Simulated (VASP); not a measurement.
Set up this calculation in VASP 6.6.1, as the native input.

```yaml
Task: single point
Functional: PBE
Potentials_or_basis: VASP PAW PBE potentials, release 64 (Li_sv, Cu, Au)
Cutoff: 520 eV
k_mesh: 12 × 12 × 4
Occupations: gaussian, width 0.1 eV
Spin: no spin polarisation
Dipole_correction: no
Further_INCAR_settings: ALGO = Fast; EDIFF = 1e-07; NBANDS = 30
```

The structure of Li3CuAu2 lies in POSCAR:

```
Li3CuAu2
1.0
    2.8927147383      0.0000000000      0.0000000000
   -1.4463573691      2.5051644493      0.0000000000
    0.0000000000      0.0000000000     13.2635176048
Li Cu Au
3 1 2
Direct
    0.0000000000      0.0000000000      0.3240054671
    0.0000000000      0.0000000000      0.6473934251
    0.3333333333      0.6666666667      0.8445709503
    0.0000000000      0.0000000000      0.9974314382
    0.3333333333      0.6666666667      0.1630656926
    0.3333333333      0.6666666667      0.4869569368
```

The cell was generated, and may not be a known phase.

The input as run:

INCAR

```
ALGO     = Fast           # electronic algorithm
EDIFF    = 1E-7           # SCF threshold, eV
ENCUT    = 520            # plane-wave cutoff, eV
GGA      = PE             # functional
ISIF     = 2              # what is computed and relaxed
ISMEAR   = 0              # smearing method
LASPH    = T              # aspherical terms in the spheres
LCHARG   = T              # write CHGCAR
LELF     = T              # ELF
LREAL    = F              # projectors in reciprocal space
LVHAR    = T            
LWAVE    = F              # write WAVECAR
NBANDS   = 30             # bands
NELM     = 60             # most SCF steps
PREC     = Accurate       # precision mode
SIGMA    = 0.1            # smearing width, eV
```

KPOINTS

```
k-points
0
Gamma
  12 12 4
```

Potentials or basis: VASP PAW PBE potentials, release 64 (Li_sv, Cu, Au).

Command:

```bash
$ cat potpaw_PBE.64/Li_sv/POTCAR potpaw_PBE.64/Cu/POTCAR potpaw_PBE.64/Au/POTCAR > POTCAR
$ mpirun -np 1 vasp_std > vasp.out
```

It gave:

The largest force is 0.008 eV/Å and the band gap on the k mesh is zero (bands 21 and 22 overlap by 3.81 eV).

Caveat: spin-orbit coupling is left out, which moves the levels of the heavy elements.

Run time: 15 min on 1 thread of Intel(R) Xeon(R) Platinum 8259CL CPU @ 2.50GHz (Skylake/Cascade Lake), on a shared host, peak memory 0.37 GiB.
